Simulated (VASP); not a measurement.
A run of VASP 6.6.1:

POSCAR

```
Pd
1.0
    0.0000000000      1.9053467386      1.9053467386
    1.9053467386      0.0000000000      1.9053467386
    1.9053467386      1.9053467386      0.0000000000
Pd
1
Direct
    0.0000000000      0.0000000000      0.0000000000
```

File INCAR.step1:

```
SYSTEM = Pd
  ALGO = Normal
  EDIFF = 1E-7
  ENCUT = 520
  GGA = PS
  ISIF = 2
  ISMEAR = -1
  LASPH = .TRUE.
  LCHARG = .TRUE.
  LMAXMIX = 4
  LREAL = .FALSE.
  LWAVE = .FALSE.
  NBANDS = 11
  NELM = 100
  PREC = Accurate
  SIGMA = 0.05
```

The input KPOINTS.step1:

```
k-points
0
G
  19 19 19
  0 0 0
```

File INCAR.step2:

```
SYSTEM = Pd
  ALGO = Normal
  EDIFF = 1E-7
  ENCUT = 520
  GGA = PS
  ICHARG = 11
  ISIF = 2
  ISMEAR = -5
  LASPH = .TRUE.
  LCHARG = .FALSE.
  LMAXMIX = 4
  LORBIT = 10
  LREAL = .FALSE.
  LWAVE = .FALSE.
  NBANDS = 11
  NEDOS = 2001
  NELM = 100
  PREC = Accurate
  SIGMA = 0.05
```

File KPOINTS.step2:

```
k-points
0
G
  29 29 29
  0 0 0
```

Potentials or basis: VASP PAW PBE potentials, release 64 (Pd).

Launch:

```sh
$ cat potpaw_PBE.64/Pd/POTCAR > POTCAR
$ cp INCAR.step1 INCAR
$ cp KPOINTS.step1 KPOINTS
$ mpirun -np 1 vasp_std > vasp.out
$ cp INCAR.step2 INCAR
$ cp KPOINTS.step2 KPOINTS
$ mpirun -np 1 vasp_std > vasp.out
```

Hardware: 1 thread of Intel(R) Xeon(R) Platinum 8488C (Sapphire Rapids), with other jobs on the host.

Problem. How long does it take, and how much memory?

Solution. Wall time 51 s on 1 thread of Intel(R) Xeon(R) Platinum 8488C (Sapphire Rapids) (shared host), peak memory 0.21 GiB. Counts: k points 680.
